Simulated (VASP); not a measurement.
# B3N2 (P-3m1) in VASP: a series of runs

Runs on B3N2. Level: PBE. Tasks: single point, relaxation of cell and atoms.

Program: VASP 6.6.1. These are calculated values, not measurements. Logs are shortened: lines on timing, memory, paths and dates and some standing lists are left out, and cuts for length are marked.

## (1) The cell of the first run

Symmetry: P-3m1, No. 164, trigonal system. Conventional cell: a = 3.134 Å, b = 3.134 Å, c = 3.784 Å, α = 90.00°, β = 90.00°, γ = 120.00°. Within 2.5 Å of B (site symmetry -3m) lie 6 N at 1.88 Å and 6 B at 2.30 Å. Within 2.4 Å of B (site symmetry 3m) lie 5 N at 1.84 to 2.02 Å and 6 B at 2.04 to 2.30 Å. N (site symmetry 3m) has 8 B at 1.84 to 2.02 Å and 3 N at 2.09 Å within 2.4 Å.

## (2) Single point, PBE

Input file INCAR:

```
ALGO = Normal
EDIFF = 1E-6
ENCUT = 600
GGA = PE
GGA_COMPAT = F
ISIF = 2
ISMEAR = 0
LASPH = T
LCHARG = F
LREAL = F
LWAVE = F
NBANDS = 18
NELM = 120
PREC = Accurate
SIGMA = 0.1
```

Input file KPOINTS:

```
k-points
0
Gamma
  6 6 6
```

Input file POSCAR:

```
B3N2
1.0
    3.1341946081      0.0000000000      0.0000000000
   -1.5670973040      2.7142921510      0.0000000000
    0.0000000000      0.0000000000      3.7842509535
B N
3 2
Direct
    0.0000000000      0.0000000000      0.0000000000
    0.3333333333      0.6666666667      0.6250000000
    0.6666666667      0.3333333333      0.3750000000
    0.3333333333      0.6666666667      0.1380000000
    0.6666666667      0.3333333333      0.8620000000
```

Potentials or basis: VASP PAW PBE potentials, release 64 (B, N).

Launch:

```console
$ cat potpaw_PBE.64/B/POTCAR potpaw_PBE.64/N/POTCAR > POTCAR
$ mpirun -np 1 vasp_std > vasp.out
```

OUTCAR:

```text
EDIFF = 1E-6
   ENCUT = 600
   GGA = PE
   ISIF = 2
   ISMEAR = 0
   LASPH = T
   LREAL = F
   NELM = 120
   PREC = Accurate

 ion  position               nearest neighbor table
   1  0.000  0.000  0.000-   4 1.88   5 1.88   4 1.88   5 1.88   5 1.88   4 1.88
   2  0.333  0.667  0.625-   4 1.84   4 1.94   3 2.04   3 2.04   3 2.04
   3  0.667  0.333  0.375-   5 1.84   5 1.94   2 2.04   2 2.04   2 2.04
   4  0.333  0.667  0.138-   2 1.84   1 1.88   1 1.88   1 1.88   2 1.94
   5  0.667  0.333  0.862-   3 1.84   1 1.88   1 1.88   1 1.88   3 1.94

  LATTYP: Found a hexagonal cell.
 ALAT       =     3.1341946081
 C/A-ratio  =     1.2074077799

  Lattice vectors:

 A1 = (   3.1341946081,   0.0000000000,   0.0000000000)
 A2 = (  -1.5670973040,   2.7142921510,   0.0000000000)
 A3 = (   0.0000000000,   0.0000000000,   3.7842509535)

Analysis of symmetry for initial positions (statically):
=====================================================================
 Subroutine PRICEL returns:
 Original cell was already a primitive cell.

 Routine SETGRP: Setting up the symmetry group for a
 hexagonal supercell.

 Subroutine GETGRP returns: Found 12 space group operations
 (whereof 12 operations were pure point group operations)
 out of a pool of 24 trial point group operations.

The static configuration has the point symmetry D_3d.

Analysis of symmetry for dynamics (positions and initial velocities):
=====================================================================
 Subroutine PRICEL returns:
 Original cell was already a primitive cell.

 Routine SETGRP: Setting up the symmetry group for a
 hexagonal supercell.

 Subroutine GETGRP returns: Found 12 space group operations
 (whereof 12 operations were pure point group operations)
 out of a pool of 24 trial point group operations.

The dynamic configuration has the point symmetry D_3d.

 Subroutine INISYM returns: Found 12 space group operations
 (whereof 12 operations are pure point group operations),
 and found     1 'primitive' translations

----------------------------------------------------------------------------------------

                                     Primitive cell

  volume of cell :      32.1931

  direct lattice vectors                    reciprocal lattice vectors
     3.134194608  0.000000000  0.000000000     0.319061234  0.184210089  0.000000000
    -1.567097304  2.714292151  0.000000000     0.000000000  0.368420179  0.000000000
     0.000000000  0.000000000  3.784250953     0.000000000  0.000000000  0.264253088

  length of vectors
     3.134194608  3.134194608  3.784250953     0.368420179  0.368420179  0.264253088

  position of ions in fractional coordinates (direct lattice)
     0.000000000  0.000000000  0.000000000
     0.333333333  0.666666667  0.625000000
     0.666666667  0.333333333  0.375000000
     0.333333333  0.666666667  0.138000000
     0.666666667  0.333333333  0.862000000

  ion indices of the primitive-cell ions
   primitive index   ion index
                 1           1
                 2           2
                 3           3
                 4           4
                 5           5

----------------------------------------------------------------------------------------

 KPOINTS: k-points

Automatic generation of k-mesh.
 Grid dimensions read from file:
 generate k-points for:    6    6    6

 Generating k-lattice:

  Cartesian coordinates                     Fractional coordinates (reciprocal lattice)
     0.053176872  0.030701682  0.000000000     0.166666667  0.000000000  0.000000000
     0.000000000  0.061403363  0.000000000     0.000000000  0.166666667  0.000000000
     0.000000000  0.000000000  0.044042181     0.000000000  0.000000000  0.166666667

  Length of vectors
     0.061403363  0.061403363  0.044042181

  Shift w.r.t. Gamma in fractional coordinates (k-lattice)
     0.000000000  0.000000000  0.000000000

 Subroutine IBZKPT returns following result:
 ===========================================

 Found     34 irreducible k-points:

 Following reciprocal coordinates:
            Coordinates               Weight
  0.000000  0.000000  0.000000      1.000000
  0.166667  0.000000  0.000000      6.000000
  0.333333  0.000000  0.000000      6.000000
  0.500000 -0.000000  0.000000      3.000000
  0.166667  0.166667  0.000000      6.000000
  0.333333  0.166667  0.000000     12.000000
[... 16 lines left out ...]
  0.500000 -0.000000  0.333333      6.000000
  0.166667  0.166667  0.333333     12.000000
 [... further k-points ...]
   k-points           NKPTS =     34   k-points in BZ     NKDIM =     34   number of bands    NBANDS=     18
   number of dos      NEDOS =    301   number of ions     NIONS =      5
   total plane-waves  NPLWV =  23520
   dimension x,y,z NGX =    28 NGY =   28 NGZ =   30
   dimension x,y,z NGXF=    56 NGYF=   56 NGZF=   60
   ions per type =               3   2
   NGX,Y,Z   is equivalent  to a cutoff of  14.85, 14.85, 13.18 a.u.
   NGXF,Y,Z  is equivalent  to a cutoff of  29.70, 29.70, 26.36 a.u.
 SYSTEM =  unknown system
   PREC   = accura    normal or accurate (medium, high low for compatibility)
   ISTART =      0    job   : 0-new  1-cont  2-samecut
   ICHARG =      2    charge: 1-file 2-atom 10-const
   ISPIN  =      1    spin polarized calculation?
   LNONCOLLINEAR =      F non collinear calculations
   LSORBIT =      F    spin-orbit coupling
   LASPH  =      T    aspherical Exc in radial PAW
   ENCUT  =  600.0 eV  44.10 Ry    6.64 a.u.   6.26  6.26  7.56*2*pi/ulx,y,z
   NELM   =    120;   NELMIN=  2; NELMDL= -5     # of ELM steps
   EDIFF  = 0.1E-05   stopping-criterion for ELM
   LREAL  =      F    real-space projection
   EDIFFG = 0.1E-04   stopping-criterion for IOM
   NSW    =      0    number of steps for IOM
   IBRION =     -1    ionic relax: 0-MD 1-quasi-New 2-CG
   NFREE  =      0    steps in history (QN), initial steepest desc. (CG)
   ISIF   =      2    stress and relaxation
   ISYM   =      2    0-nonsym 1-usesym 2-fastsym
   POTIM  = 0.5000    time-step for ionic-motion
   TEBEG  =    0.0;   TEEND  =   0.0 temperature during run
   PSTRESS=    0.0 pullay stress
   NELECT =      19.0000    total number of electrons
   NUPDOWN=      -1.0000    fix difference up-down
   EMIN   =  10.00;   EMAX   =-10.00  energy-range for DOS
   EFERMI =   0.00;   METHOD = LEGACY
   ISMEAR =     0;   SIGMA  =   0.10  broadening in eV -4-tet -1-fermi 0-gaus
   EFERMI_NEDOS =   21; number of points for ismear=-14 and -15
   IALGO  =     38    algorithm
   IMIX   =      4    mixing-type and parameters
     AMIX     =   0.40;   BMIX     =  1.00
     AMIX_MAG =   1.60;   BMIX_MAG =  1.00
  volume/ion in A,a.u.               =       6.44        43.45
  Fermi-wavevector in a.u.,A,eV,Ry     =   1.373215  2.595000 25.656770  1.885719
  Thomas-Fermi vector in A             =   2.498752
   LORBIT       =      0    0 simple, 1 ext, 2 COOP (PROOUT), +10 PAW based schemes
   GGA     = PE    functional components
   LHFCALC =     F    Hartree Fock is set to
   AEXX    =    0.0000 exact exchange contribution
   IVDW    =     0    specifies the selected vdW correction
   LEPSILON=     F    determine dielectric tensor
   LRPA    =     F    only Hartree local field effects (RPA)
 non-spin polarized calculation
 Gauss-broadening in eV      SIGMA  =   0.10
  energy-cutoff  :      600.00
  volume of cell :       32.19
 maximum number of plane-waves:      1095
 NGX is ok and might be reduce to    28
   NGX = 13   NGY = 13   NGZ = 15

 number of electron      19.0000000 magnetization

 Free energy of the ion-electron system (eV)
  ---------------------------------------------------
  ext. energy  EPLUGINS =         0.00000000
  ---------------------------------------------------
  free energy    TOTEN  =       -23.84383450 eV

  energy without entropy =      -23.82880181  energy(sigma->0) =      -23.83631815

 E-fermi :   9.5886     XC(G=0): -12.8290

 val. band max:        9.5476546738   @ k =   0.0000   0.3333   0.3333
 cond. band min:       9.5964823684   @ k =   0.3333   0.1667   0.5000
 fundamental gap:      0.0488276946
 Fermi energy:         9.5885691260

 k-point     1 :       0.0000    0.0000    0.0000
  band No.  band energies     occupation
      1     -12.8230      2.00000
      2      -5.4663      2.00000
      3      -1.7540      2.00000
      4       2.3855      2.00000
      5       2.3855      2.00000
      6       2.5789      2.00000
[... 10 lines left out ...]
     17      17.4957      0.00000
     18      18.1051      0.00000

 k-point     2 :       0.1667    0.0000    0.0000
  band No.  band energies     occupation
      1     -12.4197      2.00000
      2      -5.5471      2.00000
      3      -1.4245      2.00000
      4      -0.3988      2.00000
      5       1.0760      2.00000
      6       2.9449      2.00000
[... 10 lines left out ...]
     17      17.9022      0.00000
     18      18.6030      0.00000

 k-point     3 :       0.3333    0.0000    0.0000
  band No.  band energies     occupation
      1     -11.2717      2.00000
      2      -6.6268      2.00000
      3      -1.7771      2.00000
      4      -0.5760      2.00000
      5      -0.1986      2.00000
      6       1.9485      2.00000
[... 10 lines left out ...]
     17      18.4215      0.00000
     18      18.9594      0.00000

 k-point     4 :       0.5000   -0.0000    0.0000
  band No.  band energies     occupation
      1     -10.1011      2.00000
      2      -8.0798      2.00000
      3      -1.5748      2.00000
      4      -0.6486      2.00000
      5      -0.2314      2.00000
      6       2.0424      2.00000
[... 375 lines left out ...]
      4      -0.1928      2.00000
      5       0.3761      2.00000
      6       2.2760      2.00000
[... 10 lines left out ...]
     17      17.5039      0.00000
     18      17.6249      0.00000

 k-point    23 :       0.5000   -0.0000    0.3333
  band No.  band energies     occupation
      1      -9.7843      2.00000
      2      -7.9044      2.00000
      3      -3.2615      2.00000
      4      -1.7005      2.00000
      5      -0.0849      2.00000
      6       2.4042      2.00000
[... 10 lines left out ...]
     17      17.7248      0.00000
     18      17.9285      0.00000

 k-point    24 :       0.1667    0.1667    0.3333
  band No.  band energies     occupation
      1     -11.2294      2.00000
      2      -7.0740      2.00000
      3      -2.6600      2.00000
      4      -0.6705      2.00000
      5       1.0431      2.00000
      6       3.5963      2.00000
[... 10 lines left out ...]
     17      17.5481      0.00000
     18      17.9405      0.00000

 [... further k-points ...]

------------------------ aborting loop because EDIFF is reached ----------------------------------------

  FORCE on cell =-STRESS in cart. coord.  units (eV):
  Direction    XX          YY          ZZ          XY          YZ          ZX
  --------------------------------------------------------------------------------------
  -------------------------------------------------------------------------------------
  Total        2.8047573      2.8047573      7.6158549      0.0000000      0.0000000      0.0000000
  in kB      139.5864913    139.5864913    379.0240472      0.0000000      0.0000000      0.0000000
  external PRESSURE =     219.3990099 kB  Pullay stress =       0.0000000 kB

 VOLUME and BASIS-vectors are now :
 -----------------------------------------------------------------------------
  energy-cutoff  :      600.00
  volume of cell :       32.19
      direct lattice vectors                 reciprocal lattice vectors
     3.134194608  0.000000000  0.000000000     0.319061234  0.184210089  0.000000000
    -1.567097304  2.714292151  0.000000000     0.000000000  0.368420179  0.000000000
     0.000000000  0.000000000  3.784250953     0.000000000  0.000000000  0.264253088

 POSITION                                       TOTAL-FORCE (eV/Angst)
 -----------------------------------------------------------------------------------
      0.00000      0.00000      0.00000        -0.000000      0.000000      0.000000
     -0.00000      1.80953      2.36516         0.000000     -0.000000     -1.774693
      1.56710      0.90476      1.41909        -0.000000      0.000000      1.774693
     -0.00000      1.80953      0.52223         0.000000      0.000000      3.432170
      1.56710      0.90476      3.26202         0.000000      0.000000     -3.432170
 -----------------------------------------------------------------------------------
    total drift:                                0.000000     -0.000000     -0.000000

  FREE ENERGIE OF THE ION-ELECTRON SYSTEM (eV)
  ---------------------------------------------------
  free  energy   TOTEN  =       -23.8438344958 eV

  energy  without entropy=      -23.8288018107  energy(sigma->0) =      -23.83631815
```

It took 42 s on 1 thread of Intel Xeon 8259CL, shared host; peak memory 0.16 GiB.

Results:

```
Free energy            : -23.8438 eV
Pressure               : 21.9 GPa
Largest force          : 3.432 eV/Å
Band gap on the k mesh : zero (an odd number of electrons rules out a gap without spin polarisation)
```

Forces in eV/Å, atoms in the order of the input:
```
B    0.000  0.000  0.000
B    0.000  0.000 -1.775
B    0.000  0.000  1.775
N    0.000  0.000  3.432
N    0.000  0.000 -3.432
```

Caveat: the k points lie up to 0.39 Å⁻¹ apart, too coarse for converged energies and pressures of a metal; forces of over 1 eV/Å act on the atoms, so gaps and moduli don't describe the material at rest.

## (3) Single point, PBE

This run uses another cell than the first one, of 12.17 Å³/atom.

Input file INCAR:

```
SYSTEM = B3N2
ALGO = Normal
EDIFF = 1E-6
ENCUT = 600
GGA = PE
GGA_COMPAT = .False.
ISIF = 2
ISMEAR = 0
LASPH = .True.
LCHARG = .False.
LREAL = .False.
LWAVE = .False.
NBANDS = 18
NELM = 120
PREC = Accurate
SIGMA = 0.1
```

Input file KPOINTS:

```
k-points
0
Gamma
  6 6 4
  0 0 0
```

Input file POSCAR:

```
B3N2
1.0
    2.4741201672      0.0000000000      0.0000000000
   -1.2370600836      2.1426509169      0.0000000000
    0.0000000000      0.0000000000     11.4814942171
B N
3 2
Direct
    0.0000000000      0.0000000000      0.0000000000
    0.3333333333      0.6666666667      0.6693604022
    0.6666666667      0.3333333333      0.3306395978
    0.3333333333      0.6666666667      0.3307483797
    0.6666666667      0.3333333333      0.6692516203
```

Potentials or basis: VASP PAW PBE potentials, release 64 (B, N).

Launch:

```console
$ cat potpaw_PBE.64/B/POTCAR potpaw_PBE.64/N/POTCAR > POTCAR
$ mpirun -np 1 vasp_std > vasp.out
```

It took 73 s on 1 thread of Intel Xeon 8259CL, shared host; peak memory 0.18 GiB.

It converged, with:

- Free energy: -38.2545 eV
- Pressure: 0.0 GPa
- Band gap on the k mesh: zero (an odd number of electrons rules out a gap without spin polarisation)

Stress tensor (GPa, compression positive):
```
-0.06  0.00  0.00
 0.00 -0.06  0.00
 0.00  0.00  0.17
```

Levels at points of the mesh, in eV from the Fermi level:
| k point | band 6 | band 7 | band 8 | band 9 | band 10 | band 11 | band 12 | band 13 | band 14 | band 15 |
| --- | --- | --- | --- | --- | --- | --- | --- | --- | --- | --- |
| (0.00, 0.00, 0.00) | -2.29 | -2.29 | -2.29 | -2.29 | -1.74 | 4.05 | 7.03 | 7.39 | 8.97 | 8.97 |
| (0.50, 0.00, 0.00) | -5.18 | -2.96 | -2.45 | -2.02 | -1.85 | 2.76 | 3.71 | 4.19 | 6.21 | 8.93 |
| (0.00, 0.00, 0.50) | -2.29 | -2.29 | -2.29 | -2.29 | -1.78 | 4.66 | 5.45 | 8.68 | 8.97 | 8.97 |
| (0.50, 0.00, 0.50) | -5.18 | -2.96 | -2.45 | -2.04 | -1.84 | 2.74 | 3.88 | 4.03 | 6.21 | 8.64 |

Caveat: the k points lie up to 0.49 Å⁻¹ apart, too coarse for converged energies and pressures of a metal; this functional lacks dispersion, which binds the layers, so the pressure and a relaxed spacing across them are unreliable.

(Continued in part 2 of 2.)
